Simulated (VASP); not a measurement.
# CaSe (F-43m) in VASP: a series of runs

The runs below take CaSe through single point, with PBE.

Everything below comes from runs of VASP 6.6.1. Logs are shortened: lines on timing, memory, paths and dates and some standing lists are left out, and cuts for length are marked.

## (1) The cell of the first run

The structure is cubic, space group F-43m (No. 216). Conventional cell: a = 6.559 Å, b = 6.559 Å, c = 6.559 Å, α = 90.00°, β = 90.00°, γ = 90.00°. Ca (site symmetry -43m) has 4 Se at 2.84 Å within 3.7 Å. Within 3.7 Å of Se (site symmetry -43m) lie 4 Ca at 2.84 Å.

## (2) Single point, PBE

Contents of INCAR:

```
PREC = Accurate ; ENCUT = 520
EDIFF = 1E-7 ; ISMEAR = 0
SIGMA = 0.01 ; LREAL = F
LASPH = T ; NELM = 80
ALGO = Normal ; ISIF = 2
LWAVE = F ; LCHARG = F
GGA = PE ; NBANDS = 15
```

Contents of KPOINTS:

```
Automatic mesh
0
Gamma
  6 6 6
```

Contents of POSCAR:

```
CaSe
1.0
    0.0000000000      3.2795613683      3.2795613683
    3.2795613683      0.0000000000      3.2795613683
    3.2795613683      3.2795613683      0.0000000000
Ca Se
1 1
Direct
    0.0000000000      0.0000000000      0.0000000000
    0.2500000000      0.2500000000      0.2500000000
```

Potentials or basis: VASP PAW PBE potentials, release 64 (Ca_sv, Se).

Started as:

```sh
> cat potpaw_PBE.64/Ca_sv/POTCAR potpaw_PBE.64/Se/POTCAR > POTCAR
> mpirun -np 1 vasp_std > vasp.out
```

OUTCAR:

```text
PREC = Accurate
   ENCUT = 520
   EDIFF = 1E-7
   ISMEAR = 0
   LREAL = F
   LASPH = T
   NELM = 80
   ISIF = 2
   GGA = PE

 ion  position               nearest neighbor table
   1  0.000  0.000  0.000-   2 2.84   2 2.84   2 2.84   2 2.84
   2  0.250  0.250  0.250-   1 2.84   1 2.84   1 2.84   1 2.84

  LATTYP: Found a face centered cubic cell.
 ALAT       =     6.5591227366

  Lattice vectors:

 A1 = (   0.0000000000,   3.2795613683,   3.2795613683)
 A2 = (   3.2795613683,   0.0000000000,   3.2795613683)
 A3 = (   3.2795613683,   3.2795613683,   0.0000000000)

Analysis of symmetry for initial positions (statically):
=====================================================================
 Subroutine PRICEL returns:
 Original cell was already a primitive cell.

 Routine SETGRP: Setting up the symmetry group for a
 face centered cubic supercell.

 Subroutine GETGRP returns: Found 24 space group operations
 (whereof 24 operations were pure point group operations)
 out of a pool of 48 trial point group operations.

The static configuration has the point symmetry T_d .

Analysis of symmetry for dynamics (positions and initial velocities):
=====================================================================
 Subroutine PRICEL returns:
 Original cell was already a primitive cell.

 Routine SETGRP: Setting up the symmetry group for a
 face centered cubic supercell.

 Subroutine GETGRP returns: Found 24 space group operations
 (whereof 24 operations were pure point group operations)
 out of a pool of 48 trial point group operations.

The dynamic configuration has the point symmetry T_d .

 Subroutine INISYM returns: Found 24 space group operations
 (whereof 24 operations are pure point group operations),
 and found     1 'primitive' translations

----------------------------------------------------------------------------------------

                                     Primitive cell

  volume of cell :      70.5468

  direct lattice vectors                    reciprocal lattice vectors
     0.000000000  3.279561368  3.279561368    -0.152459413  0.152459413  0.152459413
     3.279561368  0.000000000  3.279561368     0.152459413 -0.152459413  0.152459413
     3.279561368  3.279561368  0.000000000     0.152459413  0.152459413 -0.152459413

  length of vectors
     4.638000166  4.638000166  4.638000166     0.264067449  0.264067449  0.264067449

  position of ions in fractional coordinates (direct lattice)
     0.000000000  0.000000000  0.000000000
     0.250000000  0.250000000  0.250000000

  ion indices of the primitive-cell ions
   primitive index   ion index
                 1           1
                 2           2

----------------------------------------------------------------------------------------

 KPOINTS: Automatic mesh

Automatic generation of k-mesh.
 Grid dimensions read from file:
 generate k-points for:    6    6    6

 Generating k-lattice:

  Cartesian coordinates                     Fractional coordinates (reciprocal lattice)
    -0.025409902  0.025409902  0.025409902     0.166666667  0.000000000  0.000000000
     0.025409902 -0.025409902  0.025409902     0.000000000  0.166666667  0.000000000
     0.025409902  0.025409902 -0.025409902     0.000000000  0.000000000  0.166666667

  Length of vectors
     0.044011241  0.044011241  0.044011241

  Shift w.r.t. Gamma in fractional coordinates (k-lattice)
     0.000000000  0.000000000  0.000000000

 Subroutine IBZKPT returns following result:
 ===========================================

 Found     16 irreducible k-points:

 Following reciprocal coordinates:
            Coordinates               Weight
  0.000000  0.000000  0.000000      1.000000
  0.166667  0.000000  0.000000      8.000000
  0.333333  0.000000  0.000000      8.000000
  0.500000  0.000000  0.000000      4.000000
  0.166667  0.166667  0.000000      6.000000
  0.333333  0.166667  0.000000     24.000000
[... 8 lines left out ...]
 -0.333333  0.333333  0.166667     24.000000
 -0.333333  0.500000  0.166667     12.000000
   k-points           NKPTS =     16   k-points in BZ     NKDIM =     16   number of bands    NBANDS=     15
   number of dos      NEDOS =    301   number of ions     NIONS =      2
   total plane-waves  NPLWV =  46656
   dimension x,y,z NGX =    36 NGY =   36 NGZ =   36
   dimension x,y,z NGXF=    72 NGYF=   72 NGZF=   72
   ions per type =               1   1
   NGX,Y,Z   is equivalent  to a cutoff of  12.90, 12.90, 12.90 a.u.
   NGXF,Y,Z  is equivalent  to a cutoff of  25.81, 25.81, 25.81 a.u.
 SYSTEM =  unknown system
   PREC   = accura    normal or accurate (medium, high low for compatibility)
   ISTART =      0    job   : 0-new  1-cont  2-samecut
   ICHARG =      2    charge: 1-file 2-atom 10-const
   ISPIN  =      1    spin polarized calculation?
   LNONCOLLINEAR =      F non collinear calculations
   LSORBIT =      F    spin-orbit coupling
   LASPH  =      T    aspherical Exc in radial PAW
   ENCUT  =  520.0 eV  38.22 Ry    6.18 a.u.   8.62  8.62  8.62*2*pi/ulx,y,z
   NELM   =     80;   NELMIN=  2; NELMDL= -5     # of ELM steps
   EDIFF  = 0.1E-06   stopping-criterion for ELM
   LREAL  =      F    real-space projection
   EDIFFG = 0.1E-05   stopping-criterion for IOM
   NSW    =      0    number of steps for IOM
   IBRION =     -1    ionic relax: 0-MD 1-quasi-New 2-CG
   NFREE  =      0    steps in history (QN), initial steepest desc. (CG)
   ISIF   =      2    stress and relaxation
   ISYM   =      2    0-nonsym 1-usesym 2-fastsym
   POTIM  = 0.5000    time-step for ionic-motion
   TEBEG  =    0.0;   TEEND  =   0.0 temperature during run
   PSTRESS=    0.0 pullay stress
   NELECT =      16.0000    total number of electrons
   NUPDOWN=      -1.0000    fix difference up-down
   EMIN   =  10.00;   EMAX   =-10.00  energy-range for DOS
   EFERMI =   0.00;   METHOD = LEGACY
   ISMEAR =     0;   SIGMA  =   0.01  broadening in eV -4-tet -1-fermi 0-gaus
   EFERMI_NEDOS =   21; number of points for ismear=-14 and -15
   IALGO  =     38    algorithm
   IMIX   =      4    mixing-type and parameters
     AMIX     =   0.40;   BMIX     =  1.00
     AMIX_MAG =   1.60;   BMIX_MAG =  1.00
  volume/ion in A,a.u.               =      35.27       238.04
  Fermi-wavevector in a.u.,A,eV,Ry     =   0.998364  1.886635 13.561354  0.996731
  Thomas-Fermi vector in A             =   2.130583
   LORBIT       =      0    0 simple, 1 ext, 2 COOP (PROOUT), +10 PAW based schemes
   GGA     = PE    functional components
   LHFCALC =     F    Hartree Fock is set to
   AEXX    =    0.0000 exact exchange contribution
   IVDW    =     0    specifies the selected vdW correction
   LEPSILON=     F    determine dielectric tensor
   LRPA    =     F    only Hartree local field effects (RPA)
 non-spin polarized calculation
 Gauss-broadening in eV      SIGMA  =   0.01
  energy-cutoff  :      520.00
  volume of cell :       70.55
 maximum number of plane-waves:      1917
 NGX is ok and might be reduce to    36
   NGX = 17   NGY = 17   NGZ = 17

 number of electron      16.0000003 magnetization

 Free energy of the ion-electron system (eV)
  ---------------------------------------------------
  ext. energy  EPLUGINS =         0.00000000
  ---------------------------------------------------
  free energy    TOTEN  =        -8.96772864 eV

  energy without entropy =       -8.96772864  energy(sigma->0) =       -8.96772864

 E-fermi :  -0.2048     XC(G=0):  -7.6212

 val. band max:       -0.3057045252   @ k =  -0.3333   0.1667   0.0000
 cond. band min:       2.9008149057   @ k =   0.0000   0.0000   0.0000
 fundamental gap:      3.2065194310
 Fermi energy:        -0.2047937297

 k-point     1 :       0.0000    0.0000    0.0000
  band No.  band energies     occupation
      1     -39.3614      2.00000
      2     -20.3784      2.00000
      3     -20.3784      2.00000
      4     -20.3784      2.00000
      5     -10.6312      2.00000
      6      -0.3990      2.00000
      7      -0.3990      2.00000
      8      -0.3990      2.00000
      9       2.9008      0.00000
     10       5.0767      0.00000
     11       5.0767      0.00000
     12       7.0948      0.00000
     13       7.0948      0.00000
     14       7.0948      0.00000
     15       8.7926      0.00000

 k-point     2 :       0.1667    0.0000    0.0000
  band No.  band energies     occupation
      1     -39.3609      2.00000
      2     -20.3897      2.00000
      3     -20.3798      2.00000
      4     -20.3798      2.00000
      5     -10.5671      2.00000
      6      -0.8011      2.00000
      7      -0.3752      2.00000
      8      -0.3752      2.00000
      9       3.6653      0.00000
     10       4.9602      0.00000
     11       4.9602      0.00000
     12       6.6275      0.00000
     13       7.0721      0.00000
     14       7.0721      0.00000
     15       8.1066      0.00000

 k-point     3 :       0.3333    0.0000    0.0000
  band No.  band energies     occupation
      1     -39.3600      2.00000
      2     -20.4121      2.00000
      3     -20.3826      2.00000
      4     -20.3826      2.00000
      5     -10.4374      2.00000
      6      -1.3277      2.00000
      7      -0.3349      2.00000
      8      -0.3349      2.00000
      9       4.7008      0.00000
     10       4.9813      0.00000
     11       4.9813      0.00000
     12       5.8090      0.00000
     13       6.5535      0.00000
     14       6.5535      0.00000
     15       7.8665      0.00000
[... 199 lines left out ...]
 k-point    15 :      -0.3333    0.3333    0.1667
  band No.  band energies     occupation
      1     -39.3591      2.00000
      2     -20.4195      2.00000
      3     -20.3965      2.00000
      4     -20.3888      2.00000
      5     -10.3094      2.00000
      6      -1.1690      2.00000
      7      -0.8552      2.00000
      8      -0.3503      2.00000
      9       3.7417      0.00000
     10       4.7400      0.00000
     11       5.3756      0.00000
     12       6.1649      0.00000
     13       6.4318      0.00000
     14       7.4020      0.00000
     15       8.7212      0.00000

 k-point    16 :      -0.3333    0.5000    0.1667
  band No.  band energies     occupation
      1     -39.3590      2.00000
      2     -20.4217      2.00000
      3     -20.3959      2.00000
      4     -20.3917      2.00000
      5     -10.2883      2.00000
      6      -1.2885      2.00000
      7      -0.6932      2.00000
      8      -0.3864      2.00000
      9       3.4117      0.00000
     10       4.6837      0.00000
     11       5.6076      0.00000
     12       5.8891      0.00000
     13       6.3775      0.00000
     14       8.0218      0.00000
     15       8.8647      0.00000

------------------------ aborting loop because EDIFF is reached ----------------------------------------

  FORCE on cell =-STRESS in cart. coord.  units (eV):
  Direction    XX          YY          ZZ          XY          YZ          ZX
  --------------------------------------------------------------------------------------
  -------------------------------------------------------------------------------------
  Total        0.2440338      0.2440338      0.2440338     -0.0000000      0.0000000     -0.0000000
  in kB        5.5422150      5.5422150      5.5422150     -0.0000000      0.0000000     -0.0000000
  external PRESSURE =       5.5422150 kB  Pullay stress =       0.0000000 kB

 VOLUME and BASIS-vectors are now :
 -----------------------------------------------------------------------------
  energy-cutoff  :      520.00
  volume of cell :       70.55
      direct lattice vectors                 reciprocal lattice vectors
     0.000000000  3.279561368  3.279561368    -0.152459413  0.152459413  0.152459413
     3.279561368  0.000000000  3.279561368     0.152459413 -0.152459413  0.152459413
     3.279561368  3.279561368  0.000000000     0.152459413  0.152459413 -0.152459413

 POSITION                                       TOTAL-FORCE (eV/Angst)
 -----------------------------------------------------------------------------------
      0.00000      0.00000      0.00000        -0.000000     -0.000000     -0.000000
      1.63978      1.63978      1.63978         0.000000      0.000000      0.000000
 -----------------------------------------------------------------------------------
    total drift:                                0.000000      0.000000      0.000000

  FREE ENERGIE OF THE ION-ELECTRON SYSTEM (eV)
  ---------------------------------------------------
  free  energy   TOTEN  =        -8.9677286437 eV

  energy  without entropy=       -8.9677286437  energy(sigma->0) =       -8.96772864
```

It took 24 s on 1 thread of AMD EPYC 7R43 (Zen 3), shared host; peak memory 0.18 GiB.

Results:

```yaml
Free_energy: -8.9677 eV
Pressure: 0.6 GPa
Band_gap_on_the_k_mesh: 3.21 eV, indirect (least direct gap 3.30 eV)
```

Levels at points of the mesh, in eV from the valence-band top:
| k point | band 6 | band 7 | band 8 | band 9 | band 10 | band 11 |
| --- | --- | --- | --- | --- | --- | --- |
| (0.00, 0.00, 0.00) | -0.09 | -0.09 | -0.09 | 3.21 | 5.38 | 5.38 |
| (0.50, 0.00, 0.00) | -1.21 | -0.01 | -0.01 | 5.09 | 5.50 | 5.50 |
| (0.50, 0.50, 0.00) | -1.24 | -0.03 | -0.03 | 3.55 | 4.99 | 6.11 |

A k mesh can miss the band edges. PBE gaps usually lie below the measured ones, often by a third to a half.

## (3) Single point, PBE

This run uses another cell than the first one, of 35.76 Å³/atom, 1.014 times its volume.

Contents of INCAR:

```
SYSTEM = CaSe
PREC = Accurate
ENCUT = 520
EDIFF = 1E-6
ISMEAR = 0
SIGMA = 0.01
LREAL = .FALSE.
LASPH = .TRUE.
NELM = 100
ALGO = Normal
ISIF = 2
LWAVE = .FALSE.
LCHARG = .TRUE.
GGA = PE
LELF = .TRUE.
LVHAR = .TRUE.
NBANDS = 15
```

Contents of KPOINTS:

```
Automatic mesh
0
G
  6 6 6
  0 0 0
```

Contents of POSCAR:

```
CaSe
1.0
    0.0000000000      3.2946875255      3.2946875255
    3.2946875255      0.0000000000      3.2946875255
    3.2946875255      3.2946875255      0.0000000000
Ca Se
1 1
Direct
    0.0000000000      0.0000000000      0.0000000000
    0.2500000000      0.2500000000      0.2500000000
```

Potentials or basis: VASP PAW PBE potentials, release 64 (Ca_sv, Se).

Started as:

```sh
> cat potpaw_PBE.64/Ca_sv/POTCAR potpaw_PBE.64/Se/POTCAR > POTCAR
> mpirun -np 1 vasp_std > vasp.out
```

Wall time 24 s (1 thread of AMD EPYC 7R43 (Zen 3), shared host); peak memory 0.17 GiB.

It converged, with:

| Item | Value |
| --- | --- |
| Free energy | -8.9698 eV |
| Pressure | 0.1 GPa |
| Band gap on the k mesh | 3.16 eV, indirect (least direct gap 3.25 eV) |

Levels at points of the mesh, in eV from the valence-band top:
```
           k point  band 6  band 7  band 8  band 9  band 10  band 11
(0.00, 0.00, 0.00)   -0.09   -0.09   -0.09    3.16     5.35     5.35
(0.50, 0.00, 0.00)   -1.20   -0.01   -0.01    5.06     5.46     5.46
(0.50, 0.50, 0.00)   -1.22   -0.04   -0.04    3.54     4.95     6.06
```

## (4) Single point, PBE (volume changed by +3%)

Contents of INCAR:

```
PREC     = Accurate       # precision mode
ENCUT    = 520            # plane-wave cutoff, eV
EDIFF    = 1E-7           # SCF threshold, eV
ISMEAR   = 0              # smearing method
SIGMA    = 0.01           # smearing width, eV
LREAL    = F              # projectors in reciprocal space
LASPH    = T              # aspherical terms in the spheres
NELM     = 60             # most SCF steps
ALGO     = Normal         # electronic algorithm
ISIF     = 2              # what is computed and relaxed
LWAVE    = F              # write WAVECAR
LCHARG   = T              # write CHGCAR
GGA      = PE             # functional
LELF     = T              # ELF
LVHAR    = T            
NBANDS   = 15             # bands
```

Contents of KPOINTS:

```
regular mesh
0
Gamma
  6 6 6
```

Contents of POSCAR:

```
CaSe
1.0
    0.0000000000      3.3273103157      3.3273103157
    3.3273103157      0.0000000000      3.3273103157
    3.3273103157      3.3273103157      0.0000000000
Ca Se
1 1
Direct
    0.0000000000      0.0000000000      0.0000000000
    0.2500000000      0.2500000000      0.2500000000
```

Started as:

```sh
> cat potpaw_PBE.64/Ca_sv/POTCAR potpaw_PBE.64/Se/POTCAR > POTCAR
> mpirun -np 1 vasp_std > vasp.out
```

Run time: 25 s. Hardware: 1 thread of AMD EPYC 7R43 (Zen 3), shared host; peak memory 0.17 GiB.

Results (log left out):

```
Free energy            : -8.9650 eV
Pressure               : -0.8 GPa
Band gap on the k mesh : 3.07 eV, indirect (least direct gap 3.15 eV)
```

Levels at points of the mesh, in eV from the valence-band top:
```csv
k point,band 5,band 6,band 7,band 8,band 9,band 10,band 11,band 12
"(0.00, 0.00, 0.00)",-10.28,-0.08,-0.08,-0.08,3.07,5.27,5.27,7.16
"(0.50, 0.00, 0.00)",-10.05,-1.17,-0.01,-0.01,4.98,5.38,5.38,5.66
"(0.50, 0.50, 0.00)",-9.98,-1.18,-0.04,-0.04,3.54,4.88,5.96,5.96
```

Caveat: the cell differs from its parent crystal (volume changed by +3%).

## (5) Single point, PBE (volume changed by +6%)

Contents of INCAR:

```
SYSTEM = CaSe
ALGO = Normal
EDIFF = 1E-7
ENCUT = 520
GGA = PE
ISIF = 2
ISMEAR = 0
LASPH = .True.
LCHARG = .True.
LELF = .True.
LREAL = .False.
LVHAR = .True.
LWAVE = .False.
NBANDS = 15
NELM = 60
PREC = Accurate
SIGMA = 0.01
```

Contents of KPOINTS:

```
k-points
0
Gamma
  6 6 6
  0 0 0
```

Contents of POSCAR:

```
CaSe
1.0
    0.0000000000      3.3593056469      3.3593056469
    3.3593056469      0.0000000000      3.3593056469
    3.3593056469      3.3593056469      0.0000000000
Ca Se
1 1
Direct
    0.0000000000      0.0000000000      0.0000000000
    0.2500000000      0.2500000000      0.2500000000
```

Started as:

```sh
> cat potpaw_PBE.64/Ca_sv/POTCAR potpaw_PBE.64/Se/POTCAR > POTCAR
> mpirun -np 1 vasp_std > vasp.out
```

Run time: 23 s. Hardware: 1 thread of AMD EPYC 7R43 (Zen 3), shared host; peak memory 0.17 GiB.

The run converged. Its results:

```yaml
Free_energy: -8.9488 eV
Pressure: -1.6 GPa
Band_gap_on_the_k_mesh: 2.99 eV, indirect (least direct gap 3.06 eV)
```

Levels at points of the mesh, in eV from the valence-band top:
```tsv
k point	band 5	band 6	band 7	band 8	band 9	band 10	band 11	band 12
(0.00, 0.00, 0.00)	-10.25	-0.07	-0.07	-0.07	2.99	5.20	5.20	7.01
(0.50, 0.00, 0.00)	-10.04	-1.14	-0.01	-0.01	4.91	5.30	5.30	5.54
(0.50, 0.50, 0.00)	-9.97	-1.15	-0.05	-0.05	3.53	4.81	5.85	5.85
```

Caveat: the cell differs from its parent crystal (volume changed by +6%).

## (6) The runs side by side

| cell | gap on the mesh (eV) | pressure (GPa) |
| --- | --- | --- |
| a = 4.638 Å, angles 60.0°, 2 atoms | 3.21 | 0.6 |
| a = 4.659 Å, angles 60.0°, 2 atoms | 3.16 | 0.1 |
| a = 4.706 Å, angles 60.0°, 2 atoms | 3.07 | -0.8 |
| a = 4.751 Å, angles 60.0°, 2 atoms | 2.99 | -1.6 |

Alike in all rows: task single point; level PBE; potentials or basis VASP PAW PBE potentials, release 64 (Ca_sv, Se); no spin polarisation; k mesh 6 × 6 × 6; cutoff (eV) 520; smearing gaussian 0.01 eV.

Total energies depend on the potentials used, so only differences within one code and one set of settings carry meaning.
